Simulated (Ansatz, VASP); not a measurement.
## AgCl: VASP beside Ansatz

INCAR

```
PREC = Accurate
ENCUT = 520
EDIFF = 1E-8
ISMEAR = -1
SIGMA = 0.01
LREAL = False
LASPH = True
NELM = 100
ALGO = Normal
ISIF = 2
LWAVE = False
LCHARG = False
GGA = PE
LEFG = True
NBANDS = 16
```

File KPOINTS:

```
regular mesh
0
Gamma
  9 9 9
```

POSCAR

```
AgCl
1.0
    3.4683127300      0.0000000000      0.0000000000
    0.0000000000      3.4683127300      0.0000000000
    0.0000000000      0.0000000000      3.4339730000
Ag Cl
1 1
Direct
    0.0000000000      0.0000000000      0.0000000000
    0.5000000000      0.5000000000      0.5000000000
```

Input for Ansatz:

```yaml
crystal:
  lattice:
    - [3.46831273, 0.0, 0.0]
    - [0.0, 3.46831273, 0.0]
    - [0.0, 0.0, 3.433973]
  atoms:
    - { symbol: Ag, position: [0.0, 0.0, 0.0] }
    - { symbol: Cl, position: [0.5, 0.5, 0.5] }
kpoints:
  mp_grid: { grid: [9, 9, 9] }
scf:
  occupations: { method: fermi_dirac, width: 0.01 }
hamiltonian:
  xc: pbe
  pseudopotentials: { kind: all_electron, datasets: crystal }
output:
  forces: true
  stress: true
  eigenvalues: true
  efg: { contact_densities: true }
```

Change from the starting cell: equal xx and yy strain of +1 %, crystal datasets.

Alike in both runs: task electric field gradients; functional PBE; k mesh 9 × 9 × 9; occupations fermi-dirac, width 0.01 eV; no spin polarisation.

|  | VASP | Ansatz |
| --- | --- | --- |
| version | VASP 6.6.1 | Ansatz 0.2.0 |
| potentials or method | VASP PAW PBE potentials, release 64 (Ag, Cl), cutoff 520 eV | all-electron PAW with datasets made for the crystal, scalar-relativistic |

|  | VASP | Ansatz | Ansatz less VASP |
| --- | --- | --- | --- |
| gap on the k mesh at the Fermi level (eV) | 0.59 | 0.59 | +0.001 |
| pressure (GPa) | -1.1 | -1.0 | +0.12 |
| traceless stress, the component that is largest in VASP (GPa) | 0.31 | 0.31 | 0.000 |
| size of Vzz on the site where it differs most (V/Å²) | 1.0 | 1.3 | +0.30 |

Ansatz ran all-electron here, and VASP with PAW potentials.
